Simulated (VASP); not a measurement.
Here is a VASP 6.6.1 calculation.

Contents of INCAR:

```
SYSTEM = Al9N
PREC = Accurate
ENCUT = 520
EDIFF = 1E-6
ISMEAR = 0
SIGMA = 0.1
LREAL = Auto
LASPH = .True.
NELM = 60
ALGO = Normal
ISIF = 2
LWAVE = .False.
LCHARG = .True.
LDIPOL = .True.
IDIPOL = 3
DIPOL = 0.5 0.5 0.297
GGA = PE
LELF = .True.
LVHAR = .True.
LVACPOTAV = .True.
NBANDS = 48
```

File KPOINTS:

```
Automatic mesh
0
Gamma
  5 3 1
  0 0 0
```

The input POSCAR:

```
Al9N
1.0
    5.7070863110      0.0000000000      0.0000000000
   -1.4267715777      9.7014842372      0.0000000000
    0.0000000000      0.0000000000     22.7903703877
Al N
18 2
Direct
    0.2662216041      0.0648864163      0.1755127245
    0.7662216041      0.0648864163      0.1755127245
    0.3354806058      0.3419224231      0.2192029851
    0.8354806058      0.3419224231      0.2192029851
    0.1493324061      0.5973296244      0.2279410371
    0.6493324061      0.5973296244      0.2279410371
    0.4631842064      0.8527368258      0.2366790893
    0.9631842064      0.8527368258      0.2366790893
    0.0319772075      0.1277109158      0.2808262501
    0.5319772075      0.1277109158      0.2808262501
    0.0997917578      0.4042231245      0.3301071117
    0.5997917578      0.4042231245      0.3301071117
    0.4144000538      0.6596656467      0.3369822073
    0.9144000538      0.6596656467      0.3369822073
    0.2263076930      0.9110819227      0.3449259125
    0.7263076930      0.9110819227      0.3449259125
    0.2962427187      0.1814071959      0.3857054641
    0.7962427187      0.1814071959      0.3857054641
    0.3146665420      0.9110819227      0.4348490270
    0.6379488439      0.9110819227      0.4348490270
```

Potentials or basis: VASP PAW PBE potentials, release 64 (Al, N).

Launch:

```sh
$ cat potpaw_PBE.64/Al/POTCAR potpaw_PBE.64/N/POTCAR > POTCAR
$ mpirun -np 1 vasp_std > vasp.out
```

Question: What does it give for the largest force?

Answer: 4.409 eV/Å.

Question: Predict the band gap on the k mesh.

Answer: Zero (bands 32 and 33 overlap by 0.48 eV).

Forces on the atoms (eV/Å):
```
Al   0.003  0.115  0.065
Al  -0.011  0.118  0.070
Al  -0.039  0.051  0.062
Al   0.033  0.040  0.108
Al  -0.063 -0.130 -0.010
Al   0.039 -0.090 -0.008
Al   0.006 -0.030  0.022
Al  -0.014 -0.069 -0.138
Al  -0.012 -0.065  0.033
Al   0.024 -0.106  0.033
Al   0.016 -0.037 -0.002
Al  -0.002  0.036  0.038
Al   0.008 -0.188  0.052
Al  -0.036 -0.140 -0.027
Al   0.371 -0.174  1.614
Al  -0.329 -0.186  1.619
Al   0.011 -0.258  0.396
Al  -0.019 -0.247  0.404
N    3.777  0.687 -2.168
N   -3.763  0.673 -2.163
```
